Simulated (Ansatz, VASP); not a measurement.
**Two plane-wave programs on CO2**

```
CELL_PARAMETERS angstrom
-1.97705 1.97705 3.00009
1.97705 -1.97705 3.00009
1.97705 1.97705 -3.00009
ATOMIC_POSITIONS crystal
C 0.00000 0.00000 0.00000
C 0.75000 0.25000 0.50000
O 0.37500 0.28996 0.41496
O 0.71004 0.12500 0.08504
O 0.87500 0.96004 0.58504
O 0.03996 0.62500 0.91496
```

Alike in both runs: functional PBE; k mesh 8 × 8 × 8; occupations gaussian, width 0.1 eV; no spin polarisation.

Ansatz relaxed the structure, and its values are those at the end. VASP's run is a single point on that final structure, the one shown.

```csv
,VASP,Ansatz
version,VASP 6.6.1,Ansatz 0.2.0
potentials or method,"VASP PAW PBE potentials, release 64 (C_h, O_h), cutoff 910 eV","scalar-relativistic, plane waves, PAW"
valence electrons in the cell,32,32
```

|  | VASP | Ansatz | Ansatz less VASP |
| --- | --- | --- | --- |
| gap on the k mesh at the Fermi level (eV) | 7.71 | 7.72 | +0.012 |
| least direct gap on the mesh (eV) | 8.14 | 8.15 | +0.007 |
| rms of the force components (eV/Å) | 0.006 | 0.002 | -0.0040 |

Noted on VASP's run: the cutoff is short for stress, so the pressure is rough.
